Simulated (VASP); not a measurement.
Here is a VASP 6.6.1 calculation.

INCAR

```
SYSTEM = Sn2GeO3
PREC     = Accurate       ! precision mode
ENCUT    = 520            ! plane-wave cutoff, eV
EDIFF    = 1E-6           ! SCF threshold, eV
ISMEAR   = 0              ! smearing method
SIGMA    = 0.1            ! smearing width, eV
LREAL    = .False.        ! projectors in reciprocal space
LASPH    = .True.         ! aspherical terms in the spheres
NELM     = 60             ! most SCF steps
ALGO     = Normal         ! electronic algorithm
ISIF     = 2              ! what is computed and relaxed
LWAVE    = .False.        ! write WAVECAR
LCHARG   = .True.         ! write CHGCAR
GGA      = PE             ! functional
LELF     = .True.         ! ELF
LVHAR    = .True.       
NBANDS   = 72             ! bands
```

File KPOINTS:

```
Automatic mesh
0
Gamma
  4 4 1
  0 0 0
```

The input POSCAR:

```
Sn2GeO3
1.0
    0.0007147908     -3.4890460018     -0.0068580836
   -4.1875212935      0.0005114471      0.0020074083
    0.3247348950     -0.0275584805    -15.0116419354
Sn Ge O
4 2 6
Direct
    0.0006892719      0.0024304189      0.9230133682
    0.0010876258      0.0128366006      0.5978455823
    0.0016886050      0.9869057321      0.2510699128
    0.4992427610      0.5003652757      0.4059396647
    0.4988935754      0.5620711276      0.7419498731
    0.4984749633      0.5519960118      0.0672938165
   -0.0001512519      0.4798247053      0.9938858864
    0.0000255037      0.4890626143      0.6686049380
    0.0008957756      0.4934483622      0.3175720566
    0.4992876754      0.9582124340      0.0088326782
    0.4996290801      0.9675572473      0.6835104484
    0.5002364147      0.9952884704      0.3404817749
```

Potentials or basis: VASP PAW PBE potentials, release 64 (Sn_d, Ge_d, O).

The run is started by

```bash
$ cat potpaw_PBE.64/Sn_d/POTCAR potpaw_PBE.64/Ge_d/POTCAR potpaw_PBE.64/O/POTCAR > POTCAR
$ mpirun -np 1 vasp_std > vasp.out
```

Problem. Estimate the band gap on the k mesh.

Solution. 0.94 eV (least direct gap 1.80 eV).

Problem. Estimate the pressure.

Solution. 0.2 GPa.

Problem. What does it give for the largest force?

Solution. 0.093 eV/Å.

Forces in eV/Å, atoms in the order of the input:
```
Sn  -0.001  0.000  0.070
Sn   0.000  0.002  0.086
Sn  -0.005  0.000  0.093
Sn   0.003 -0.005 -0.088
Ge   0.020  0.002 -0.079
Ge   0.010  0.001 -0.062
O    0.001  0.001  0.016
O   -0.011 -0.001  0.016
O   -0.004  0.004  0.025
O   -0.010 -0.002 -0.027
O   -0.012 -0.002 -0.021
O    0.008  0.001 -0.030
```

Caveat: the k points lie up to 0.45 Å⁻¹ apart; spin-orbit coupling is left out, which moves the levels of the heavy elements. A k mesh can miss the band edges.
